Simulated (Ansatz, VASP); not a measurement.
**KCl in VASP and in Ansatz**

File INCAR:

```
SYSTEM = KCl
PREC = Accurate
ENCUT = 520
EDIFF = 1E-7
ISMEAR = 0
SIGMA = 0.01
LREAL = .FALSE.
LASPH = .TRUE.
NELM = 60
ALGO = Normal
ISIF = 2
LWAVE = .FALSE.
LCHARG = .TRUE.
GGA = PE
LELF = .TRUE.
LVHAR = .TRUE.
NBANDS = 15
```

File KPOINTS:

```
Automatic mesh
0
G
  6 6 6
  0 0 0
```

POSCAR

```
KCl
1.0
    0.0000000000      3.2517305676      3.2517305676
    3.2517305676      0.0000000000      3.2517305676
    3.2517305676      3.2517305676      0.0000000000
K Cl
1 1
Direct
    0.0000000000      0.0000000000      0.0000000000
    0.5000000000      0.5000000000      0.5000000000
```

Input for Ansatz:

```yaml
crystal:
  lattice:
    - [0.0, 3.2517305676, 3.2517305676]
    - [3.2517305676, 0.0, 3.2517305676]
    - [3.2517305676, 3.2517305676, 0.0]
  atoms:
    - { symbol: K, position: [0.0, 0.0, 0.0] }
    - { symbol: Cl, position: [0.5, 0.5, 0.5] }
kpoints:
  mp_grid: { grid: [6, 6, 6] }
hamiltonian:
  xc: pbe
scf:
  occupations: { method: fixed }
  n_extra_bands: 4
output:
  forces: true
  stress: true
  eigenvalues: true
```

Alike in both runs: task single point; functional PBE; k mesh 6 × 6 × 6; no spin polarisation.

|  | VASP | Ansatz |
| --- | --- | --- |
| version | VASP 6.6.1 | Ansatz 0.2.0 |
| potentials or method | VASP PAW PBE potentials, release 64 (K_sv, Cl) | plane waves, PAW |
| plane-wave cutoff (eV) | 520 | 420 |
| occupations | gaussian, width 0.01 eV | fixed |
| valence electrons in the cell | 16 | 16 |

```tsv
	VASP	Ansatz	Ansatz less VASP
gap on the k mesh at the Fermi level (eV)	4.86	4.87	+0.001
pressure (GPa)	-0.8	-0.8	0.00
```
